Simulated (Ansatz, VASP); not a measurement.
**One calculation of Ga4SbAs, two programs**

```
CELL_PARAMETERS angstrom
6.16872 0.00000 0.00000
0.00000 6.16872 0.00000
0.00000 0.00000 3.73863
ATOMIC_POSITIONS crystal
Ga 0.28148 0.00000 0.00000
Ga 0.71852 0.00000 0.00000
Ga 0.00000 0.71852 0.00000
Ga 0.00000 0.28148 0.00000
Sb 0.00000 0.00000 0.00000
As 0.00000 0.00000 0.50000
```

Alike in both runs: task single point; functional PBE; k mesh 4 × 4 × 6; occupations gaussian, width 0.1 eV; no spin polarisation.

|  | VASP | Ansatz |
| --- | --- | --- |
| version | VASP 6.6.1 | Ansatz 0.2.0 |
| potentials or method | VASP PAW PBE potentials, release 64 (Ga_d, Sb, As), cutoff 520 eV | scalar-relativistic, plane waves, PAW |
| valence electrons in the cell | 62 | 82 |

Ansatz gave:

```
gap on the k mesh at the Fermi level (eV) : none
rms of the force components (eV/Å)        : 19.276
```

Which values does VASP return?

gap on the k mesh at the Fermi level (eV): none; rms of the force components (eV/Å): 18.490.

Atom by atom the forces differ by 0.786 eV/Å (rms over components). A gap of «none» marks a metal or a gap that the smearing closes. VASP's potentials hold 62 valence electrons a cell and Ansatz's 82, so a difference there can come from the potentials and not from the codes.

Spin-orbit coupling is off throughout.
